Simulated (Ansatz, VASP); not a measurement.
AlGaN2: VASP beside Ansatz

```
CELL_PARAMETERS angstrom
3.14088 0.00000 0.00000
0.00000 3.14088 0.00000
0.00000 0.00000 4.29112
ATOMIC_POSITIONS crystal
Al 0.50000 0.50000 0.50000
Ga 0.00000 0.00000 0.00000
N 0.50000 0.00000 0.73826
N 0.00000 0.50000 0.26174
```

Change from the starting cell: strain +0.000 along x and y, -0.030 along z, atoms carried along.

Alike in both runs: task single point; functional r2SCAN; k mesh 8 × 8 × 6; occupations gaussian, width 0.05 eV; no spin polarisation.

```csv
,VASP,Ansatz
version,VASP 6.6.1,Ansatz 0.2.0
potentials or method,"VASP PAW PBE potentials, release 64 (Al, Ga_d, N), cutoff 520 eV","scalar-relativistic, plane waves, PAW"
valence electrons in the cell,26,26
```

|  | VASP | Ansatz | Ansatz less VASP |
| --- | --- | --- | --- |
| gap on the k mesh at the Fermi level (eV) | 3.63 | 3.62 | -0.008 |
| least direct gap on the mesh (eV) | 3.63 | 3.62 | -0.008 |
| pressure (GPa) | 6.4 | 6.1 | -0.40 |
| traceless stress, the component that is largest in VASP (GPa) | 2.50 | 2.47 | -0.029 |
| rms of the force components (eV/Å) | 0.024 | 0.013 | -0.0111 |

VASP's potentials were made for PBE, not for r2SCAN. Atom by atom the forces differ by 0.038 eV/Å (rms over components). With one functional, cell and mesh, what is left measures potentials, basis and numerics.
